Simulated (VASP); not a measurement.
# As (R-3m) in VASP: further runs

As is run at these levels: LDA; tasks: single point, relaxation of cell and atoms.

Program: VASP 6.6.1. These are calculated values, not measurements. Logs are shortened: lines on timing, memory, paths and dates and some standing lists are left out, and cuts for length are marked.

### 1 The cell of the first run

The structure is trigonal, space group R-3m (No. 166). Conventional cell: a = 3.760 Å, b = 3.760 Å, c = 9.989 Å, α = 90.00°, β = 90.00°, γ = 120.00°. As (site symmetry 3m) has 6 As at 2.52 to 2.99 Å within 3.3 Å.

### 2 Single point, LDA

Input file INCAR:

```
SYSTEM = As
  ALGO = Normal
  EDIFF = 1E-7
  ENCUT = 520
  ISIF = 2
  ISMEAR = -1
  LASPH = .True.
  LCHARG = .False.
  LREAL = .False.
  LWAVE = .False.
  NBANDS = 12
  NELM = 80
  PREC = Accurate
  SIGMA = 0.05
```

Input file KPOINTS:

```
k-points
0
Gamma
  11 11 11
  0 0 0
```

Input file POSCAR:

```
As
1.0
    1.8798913382      1.0853557701      3.3295843999
   -1.8798913382      1.0853557701      3.3295843999
    0.0000000000     -2.1707115403      3.3295843998
As
2
Direct
    0.7695292492      0.7695292492      0.7695292492
    0.2304707508      0.2304707508      0.2304707508
```

Potentials or basis: VASP PAW LDA potentials, release 64 (As).

Launch:

```sh
> cat potpaw_LDA.64/As/POTCAR > POTCAR
> mpirun -np 1 vasp_std > vasp.out
```

OUTCAR:

```text
SYSTEM = As
   EDIFF = 1E-7
   ENCUT = 520
   ISIF = 2
   ISMEAR = -1
   LASPH = .True.
   LREAL = .False.
   NELM = 80
   PREC = Accurate

 ion  position               nearest neighbor table
   1  0.770  0.770  0.770-   2 2.52   2 2.52   2 2.52
   2  0.230  0.230  0.230-   1 2.52   1 2.52   1 2.52

  LATTYP: Found a trigonal (rhomboedric) cell.
 ALAT       =     3.9746850023
 COS(alpha) =     0.5526061013

  Lattice vectors:

 A1 = (   1.8798913382,   1.0853557701,   3.3295843999)
 A2 = (  -1.8798913382,   1.0853557701,   3.3295843999)
 A3 = (   0.0000000000,  -2.1707115403,   3.3295843998)

Analysis of symmetry for initial positions (statically):
=====================================================================
 Subroutine PRICEL returns:
 Original cell was already a primitive cell.

 Routine SETGRP: Setting up the symmetry group for a
 trigonal (rhombohedral) supercell.

 Subroutine GETGRP returns: Found 12 space group operations
 (whereof 12 operations were pure point group operations)
 out of a pool of 12 trial point group operations.

The static configuration has the point symmetry D_3d.

Analysis of symmetry for dynamics (positions and initial velocities):
=====================================================================
 Subroutine PRICEL returns:
 Original cell was already a primitive cell.

 Routine SETGRP: Setting up the symmetry group for a
 trigonal (rhombohedral) supercell.

 Subroutine GETGRP returns: Found 12 space group operations
 (whereof 12 operations were pure point group operations)
 out of a pool of 12 trial point group operations.

The dynamic configuration has the point symmetry D_3d.

 Subroutine INISYM returns: Found 12 space group operations
 (whereof 12 operations are pure point group operations),
 and found     1 'primitive' translations

----------------------------------------------------------------------------------------

                                     Primitive cell

  volume of cell :      40.7611

  direct lattice vectors                    reciprocal lattice vectors
     1.879891338  1.085355770  3.329584400     0.265972820  0.153559479  0.100112595
    -1.879891338  1.085355770  3.329584400    -0.265972820  0.153559479  0.100112595
     0.000000000 -2.170711540  3.329584400     0.000000000 -0.307118958  0.100112595

  length of vectors
     3.974685002  3.974685002  3.974685002     0.323024126  0.323024126  0.323024126

  position of ions in fractional coordinates (direct lattice)
     0.769529249  0.769529249  0.769529249
     0.230470751  0.230470751  0.230470751

  ion indices of the primitive-cell ions
   primitive index   ion index
                 1           1
                 2           2

----------------------------------------------------------------------------------------

 KPOINTS: k-points

Automatic generation of k-mesh.
 Grid dimensions read from file:
 generate k-points for:   11   11   11

 Generating k-lattice:

  Cartesian coordinates                     Fractional coordinates (reciprocal lattice)
     0.024179347  0.013959953  0.009101145     0.090909091 -0.000000000  0.000000000
    -0.024179347  0.013959953  0.009101145    -0.000000000  0.090909091  0.000000000
     0.000000000 -0.027919905  0.009101145     0.000000000  0.000000000  0.090909091

  Length of vectors
     0.029365830  0.029365830  0.029365830

  Shift w.r.t. Gamma in fractional coordinates (k-lattice)
     0.000000000  0.000000000  0.000000000

 Subroutine IBZKPT returns following result:
 ===========================================

 Found    146 irreducible k-points:

 Following reciprocal coordinates:
            Coordinates               Weight
  0.000000  0.000000  0.000000      1.000000
  0.090909 -0.000000 -0.000000      6.000000
  0.181818  0.000000 -0.000000      6.000000
  0.272727  0.000000  0.000000      6.000000
  0.363636  0.000000  0.000000      6.000000
  0.454545  0.000000  0.000000      6.000000
[... 16 lines left out ...]
 -0.272727  0.181818 -0.000000     12.000000
 -0.181818  0.181818  0.000000      6.000000
 [... further k-points ...]
   k-points           NKPTS =    146   k-points in BZ     NKDIM =    146   number of bands    NBANDS=     12
   number of dos      NEDOS =    301   number of ions     NIONS =      2
   total plane-waves  NPLWV =  27000
   dimension x,y,z NGX =    30 NGY =   30 NGZ =   30
   dimension x,y,z NGXF=    60 NGYF=   60 NGZF=   60
   ions per type =               2
   NGX,Y,Z   is equivalent  to a cutoff of  12.55, 12.55, 12.55 a.u.
   NGXF,Y,Z  is equivalent  to a cutoff of  25.10, 25.10, 25.10 a.u.
 SYSTEM =  As
   PREC   = accura    normal or accurate (medium, high low for compatibility)
   ISTART =      0    job   : 0-new  1-cont  2-samecut
   ICHARG =      2    charge: 1-file 2-atom 10-const
   ISPIN  =      1    spin polarized calculation?
   LNONCOLLINEAR =      F non collinear calculations
   LSORBIT =      F    spin-orbit coupling
   LASPH  =      T    aspherical Exc in radial PAW
   ENCUT  =  520.0 eV  38.22 Ry    6.18 a.u.   7.39  7.39  7.39*2*pi/ulx,y,z
   NELM   =     80;   NELMIN=  2; NELMDL= -5     # of ELM steps
   EDIFF  = 0.1E-06   stopping-criterion for ELM
   LREAL  =      F    real-space projection
   EDIFFG = 0.1E-05   stopping-criterion for IOM
   NSW    =      0    number of steps for IOM
   IBRION =     -1    ionic relax: 0-MD 1-quasi-New 2-CG
   NFREE  =      0    steps in history (QN), initial steepest desc. (CG)
   ISIF   =      2    stress and relaxation
   ISYM   =      2    0-nonsym 1-usesym 2-fastsym
   POTIM  = 0.5000    time-step for ionic-motion
   TEBEG  =    0.0;   TEEND  =   0.0 temperature during run
   PSTRESS=    0.0 pullay stress
   NELECT =      10.0000    total number of electrons
   NUPDOWN=      -1.0000    fix difference up-down
   EMIN   =  10.00;   EMAX   =-10.00  energy-range for DOS
   EFERMI =   0.00;   METHOD = LEGACY
   ISMEAR =    -1;   SIGMA  =   0.05  broadening in eV -4-tet -1-fermi 0-gaus
   EFERMI_NEDOS =   21; number of points for ismear=-14 and -15
   IALGO  =     38    algorithm
   IMIX   =      4    mixing-type and parameters
     AMIX     =   0.40;   BMIX     =  1.00
     AMIX_MAG =   1.60;   BMIX_MAG =  1.00
  volume/ion in A,a.u.               =      20.38       137.53
  Fermi-wavevector in a.u.,A,eV,Ry     =   1.024848  1.936682 14.290381  1.050313
  Thomas-Fermi vector in A             =   2.158657
   LORBIT       =      0    0 simple, 1 ext, 2 COOP (PROOUT), +10 PAW based schemes
   GGA     = CA    functional components
   LHFCALC =     F    Hartree Fock is set to
   AEXX    =    0.0000 exact exchange contribution
   IVDW    =     0    specifies the selected vdW correction
   LEPSILON=     F    determine dielectric tensor
   LRPA    =     F    only Hartree local field effects (RPA)
 non-spin polarized calculation
  energy-cutoff  :      520.00
  volume of cell :       40.76
 maximum number of plane-waves:      1109
 NGX is ok and might be reduce to    30
   NGX = 15   NGY = 15   NGZ = 15

 number of electron      10.0000001 magnetization

 Free energy of the ion-electron system (eV)
  ---------------------------------------------------
  ext. energy  EPLUGINS =         0.00000000
  ---------------------------------------------------
  free energy    TOTEN  =       -10.78790413 eV

  energy without entropy =      -10.78725072  energy(sigma->0) =      -10.78757742

 E-fermi :   6.0700     XC(G=0): -10.4138

 val. band max:        5.9654002277   @ k =   0.4545   0.0000   0.0000
 cond. band min:       6.1861456161   @ k =   0.3636   0.1818   0.1818
 fundamental gap:      0.2207453884
 Fermi energy:         6.0700080857

 k-point     1 :       0.0000    0.0000    0.0000
  band No.  band energies     occupation
      1      -9.3326      2.00000
      2       0.5201      2.00000
      3       3.6079      2.00000
      4       3.8858      2.00000
      5       3.8858      2.00000
      6       8.1417      0.00000
      7       9.1753      0.00000
      8       9.1753      0.00000
      9      12.4796      0.00000
     10      12.4796      0.00000
     11      12.9114      0.00000
     12      14.6031      0.00000

 k-point     2 :       0.0909   -0.0000   -0.0000
  band No.  band energies     occupation
      1      -9.2185      2.00000
      2       0.0182      2.00000
      3       3.6268      2.00000
      4       3.8316      2.00000
      5       4.0244      2.00000
      6       8.2154      0.00000
      7       8.9183      0.00000
      8       8.9814      0.00000
      9      11.9194      0.00000
     10      12.4161      0.00000
     11      12.5006      0.00000
     12      15.3777      0.00000

 k-point     3 :       0.1818    0.0000   -0.0000
  band No.  band energies     occupation
      1      -8.8781      2.00000
      2      -1.1375      2.00000
      3       3.5488      2.00000
      4       3.7018      2.00000
      5       4.3931      2.00000
      6       7.9512      0.00000
      7       8.3620      0.00000
      8       8.4267      0.00000
      9      11.6612      0.00000
     10      12.4103      0.00000
     11      12.8253      0.00000
     12      17.0369      0.00000
[... 286 lines left out ...]
 k-point    23 :      -0.2727    0.1818   -0.0000
  band No.  band energies     occupation
      1      -7.4076      2.00000
      2      -3.6802      2.00000
      3       1.3146      2.00000
      4       4.0225      2.00000
      5       4.3894      2.00000
      6       6.6112      0.00004
      7       7.1221      0.00000
      8      10.2147      0.00000
      9      12.1467      0.00000
     10      14.0402      0.00000
     11      16.8264      0.00000
     12      18.1125      0.00000

 k-point    24 :      -0.1818    0.1818    0.0000
  band No.  band energies     occupation
      1      -8.1053      2.00000
      2      -2.6213      2.00000
      3       1.8761      2.00000
      4       4.4957      2.00000
      5       4.5305      2.00000
      6       6.6260      0.00003
      7       7.0791      0.00000
      8       9.9142      0.00000
      9      11.3581      0.00000
     10      13.5320      0.00000
     11      16.0174      0.00000
     12      16.0511      0.00000

 [... further k-points ...]

------------------------ aborting loop because EDIFF is reached ----------------------------------------

  FORCE on cell =-STRESS in cart. coord.  units (eV):
  Direction    XX          YY          ZZ          XY          YZ          ZX
  --------------------------------------------------------------------------------------
  -------------------------------------------------------------------------------------
  Total        0.1305381      0.1305381      0.0856352      0.0000000      0.0000000      0.0000000
  in kB        5.1309971      5.1309971      3.3660224      0.0000000      0.0000000      0.0000000
  external PRESSURE =       4.5426722 kB  Pullay stress =       0.0000000 kB

 VOLUME and BASIS-vectors are now :
 -----------------------------------------------------------------------------
  energy-cutoff  :      520.00
  volume of cell :       40.76
      direct lattice vectors                 reciprocal lattice vectors
     1.879891338  1.085355770  3.329584400     0.265972820  0.153559479  0.100112595
    -1.879891338  1.085355770  3.329584400    -0.265972820  0.153559479  0.100112595
     0.000000000 -2.170711540  3.329584400     0.000000000 -0.307118958  0.100112595

 POSITION                                       TOTAL-FORCE (eV/Angst)
 -----------------------------------------------------------------------------------
      0.00000     -0.00000      7.68664         0.000000      0.000000     -0.067240
      0.00000     -0.00000      2.30212         0.000000     -0.000000      0.067240
 -----------------------------------------------------------------------------------
    total drift:                               -0.000000     -0.000000      0.000000

  FREE ENERGIE OF THE ION-ELECTRON SYSTEM (eV)
  ---------------------------------------------------
  free  energy   TOTEN  =       -10.7879041334 eV

  energy  without entropy=      -10.7872507153  energy(sigma->0) =      -10.78757742
```

Wall time 1.7 min (1 thread of Intel Xeon 8259CL, shared host); peak memory 0.19 GiB.

What came out:

- Free energy: -10.7879 eV
- Pressure: 0.5 GPa
- Largest force: 0.067 eV/Å
- Band gap on the k mesh: zero (bands 5 and 6 overlap by 0.22 eV)

Forces in eV/Å, atoms in the order of the input:
```
As   0.000  0.000 -0.067
As   0.000  0.000  0.067
```

### 3 Single point, LDA

Input file INCAR:

```
PREC = Accurate
ENCUT = 520
EDIFF = 1E-7
ISMEAR = -1
SIGMA = 0.05
LREAL = F
LASPH = T
NELM = 60
ALGO = Normal
ISIF = 2
LWAVE = F
LCHARG = F
NBANDS = 12
```

Input file KPOINTS:

```
regular mesh
0
Gamma
  11 11 11
```

Input file POSCAR:

```
As
1.0
    1.8798913382      1.0853557701      3.3295843998
   -1.8798913382      1.0853557701      3.3295843998
    0.0000000000     -2.1707115403      3.3295843998
As
2
Direct
    0.7695292492      0.7695292492      0.7695292492
    0.2304707508      0.2304707508      0.2304707508
```

Potentials or basis: VASP PAW LDA potentials, release 64 (As).

Launch:

```sh
> cat potpaw_LDA.64/As/POTCAR > POTCAR
> mpirun -np 1 vasp_std > vasp.out
```

It took 89 s on 1 thread of Intel Xeon 8259CL, shared host; peak memory 0.19 GiB.

The run converged. Its results:

| Item | Value |
| --- | --- |
| Free energy | -10.7879 eV |
| Pressure | 0.5 GPa |
| Largest force | 0.067 eV/Å |
| Band gap on the k mesh | zero (bands 5 and 6 overlap by 0.22 eV) |

Forces in eV/Å, atoms in the order of the input:
```
As   0.000  0.000 -0.067
As   0.000  0.000  0.067
```

Stress tensor (GPa, compression positive):
```
0.51 0.00 0.00
0.00 0.51 0.00
0.00 0.00 0.34
```

Levels at points of the mesh, in eV from the Fermi level:
| k point | band 1 | band 2 | band 3 | band 4 | band 5 | band 6 | band 7 | band 8 | band 9 | band 10 |
| --- | --- | --- | --- | --- | --- | --- | --- | --- | --- | --- |
| (0.00, 0.00, 0.00) | -15.40 | -5.55 | -2.46 | -2.18 | -2.18 | 2.07 | 3.11 | 3.11 | 6.41 | 6.41 |

### 4 Single point, LDA

Input file INCAR:

```
PREC     = Accurate       # precision mode
ENCUT    = 520            # plane-wave cutoff, eV
EDIFF    = 1E-6           # SCF threshold, eV
ISMEAR   = -1             # smearing method
SIGMA    = 0.05           # smearing width, eV
LREAL    = False          # projectors in reciprocal space
LASPH    = True           # aspherical terms in the spheres
NELM     = 100            # most SCF steps
ALGO     = Normal         # electronic algorithm
ISIF     = 2              # what is computed and relaxed
LWAVE    = False          # write WAVECAR
LCHARG   = False          # write CHGCAR
GGA      = CA             # functional
NBANDS   = 12             # bands
```

Input file KPOINTS:

```
Automatic mesh
0
Gamma
  11 11 11
```

POSCAR is that of step 3.

Launch:

```sh
> cat potpaw_LDA.64/As/POTCAR > POTCAR
> mpirun -np 1 vasp_std > vasp.out
```

Wall time 65 s (1 thread of Intel Xeon 8259CL, shared host); peak memory 0.19 GiB.

It converged, with:

```
Free energy            : -10.7879 eV
Pressure               : 0.5 GPa
Largest force          : 0.067 eV/Å
Band gap on the k mesh : zero (bands 5 and 6 overlap by 0.22 eV)
```

Forces on the atoms (eV/Å):
```
As   0.000  0.000 -0.067
As   0.000  0.000  0.067
```

Stress tensor (GPa, compression positive):
```
0.52 0.00 0.00
0.00 0.52 0.00
0.00 0.00 0.34
```

Levels at points of the mesh, in eV from the Fermi level:
```csv
k point,band 1,band 2,band 3,band 4,band 5,band 6,band 7,band 8,band 9,band 10
"(0.00, 0.00, 0.00)",-15.40,-5.55,-2.46,-2.18,-2.18,2.07,3.11,3.11,6.41,6.41
```

### 5 Relaxation of cell and atoms, LDA

This run uses another cell than the first one, of 21.53 Å³/atom.

Input file INCAR:

```
SYSTEM = As
  PREC = Accurate
  ENCUT = 600
  EDIFF = 1E-7
  ISMEAR = -1
  SIGMA = 0.05
  LREAL = .FALSE.
  LASPH = .TRUE.
  NELM = 100
  ALGO = Normal
  ISIF = 3
  LWAVE = .FALSE.
  LCHARG = .FALSE.
  GGA = CA
  IBRION = 2
  NSW = 100
  EDIFFG = -0.003
```

Input file KPOINTS:

```
regular mesh
0
G
  11 11 11
  0 0 0
```

Input file POSCAR:

```
As
1.0
    1.8807968987      1.0858785957      3.5140619945
   -1.8807968987      1.0858785957      3.5140619945
    0.0000000000     -2.1717571915      3.5140619945
As
2
Direct
    0.7740000000      0.7740000000      0.7740000000
    0.2260000000      0.2260000000      0.2260000000
```

Launch:

```sh
> cat potpaw_LDA.64/As/POTCAR > POTCAR
> mpirun -np 1 vasp_std > vasp.out
```

It took 6.3 min on 1 thread of Intel Xeon 8259CL, shared host; peak memory 0.22 GiB.

The run converged. Its results:

* Free energy: -10.7885 eV
* Relaxed volume: 20.43 Å³/atom
* Relaxed cell: a = 3.973 Å, b = 3.973 Å, c = 3.973 Å, α = 56.59°, β = 56.59°, γ = 56.59°
* Space group after relaxing (to 0.1 Å): R-3m (No. 166)
* Energy gained by relaxing: 14.4 meV/atom
* Ionic steps: 12
* Pressure after relaxing: 0.0 GPa
* Band gap on the k mesh: zero (bands 5 and 6 overlap by 0.21 eV)

Step by step:
```
step  energy change (eV)  largest force (eV/Å)  pressure (GPa)  volume (Å³)
   1              0.0000                0.3348           -0.91        43.06
   2             -0.0126                0.1879           -0.43        42.31
   3             -0.0196                0.0044            0.38        41.22
   4             -0.0259                0.0745           -0.32        41.24
   5             -0.0272                0.1119           -0.75        41.24
   6             -0.0270                0.0913            0.77        40.43
   7             -0.0287                0.0114           -0.02        40.84
   8             -0.0287                0.0095            0.00        40.83
   9             -0.0288                0.0043            0.01        40.84
  10             -0.0288                0.0002            0.02        40.85
  11             -0.0288                0.0013           -0.03        40.88
  12             -0.0288                0.0007            0.00        40.86
```

Final structure:
```
As
1.0
     1.88348    1.08743    3.32520
    -1.88348    1.08743    3.32520
     0.00000   -2.17486    3.32520
As
2
Direct
  0.76912 0.76912 0.76912
  0.23088 0.23088 0.23088
```

Levels at points of the mesh, in eV from the Fermi level:
| k point | band 1 | band 2 | band 3 | band 4 | band 5 | band 6 | band 7 | band 8 | band 9 |
| --- | --- | --- | --- | --- | --- | --- | --- | --- | --- |
| (0.00, 0.00, 0.00) | -15.36 | -5.56 | -2.44 | -2.17 | -2.17 | 2.13 | 3.12 | 3.12 | 6.39 |
